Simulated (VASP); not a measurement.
Input of a VASP 6.6.1 run:

Contents of INCAR:

```
SYSTEM = Ge
ALGO     = Normal         ! electronic algorithm
EDIFF    = 1E-6           ! SCF threshold, eV
ENCUT    = 500            ! plane-wave cutoff, eV
GGA      = PE             ! functional
GGA_COMPAT= .FALSE.      
ISIF     = 2              ! what is computed and relaxed
ISMEAR   = 0              ! smearing method
LASPH    = .TRUE.         ! aspherical terms in the spheres
LCHARG   = .FALSE.        ! write CHGCAR
LREAL    = .FALSE.        ! projectors in reciprocal space
LWAVE    = .FALSE.        ! write WAVECAR
NBANDS   = 21             ! bands
NELM     = 120            ! most SCF steps
PREC     = Accurate       ! precision mode
SIGMA    = 0.15           ! smearing width, eV
```

The input KPOINTS:

```
k-points
0
G
  14 14 14
  0 0 0
```

The input POSCAR:

```
Ge
1.0
    0.0000000000      3.0550716000      2.7156192000
    3.0550716000      0.0000000000      2.7156192000
    3.0550716000      3.0550716000      0.0000000000
Ge
2
Direct
    0.5000000000      0.5000000000      0.5000000000
    0.7500000000      0.7500000000      0.7500000000
```

Potentials or basis: VASP PAW PBE potentials, release 64 (Ge_d).

Run with:

```console
$ cat potpaw_PBE.64/Ge_d/POTCAR > POTCAR
$ mpirun -np 1 vasp_std > vasp.out
```

Problem. What does it give for the pressure?

Solution. -3.1 GPa.

Problem. Estimate the band gap on the k mesh.

Solution. Zero (bands 14 and 15 overlap by 0.45 eV).

Stress tensor (GPa, compression positive):
```
-5.07  0.00  0.00
 0.00 -5.07  0.00
 0.00  0.00  0.79
```

Caveat: the cell differs from its parent crystal (strain +0.080 along x and y, -0.040 along z); the cell stands under tension; semilocal functionals underestimate gaps, so a narrow gap can read as zero.
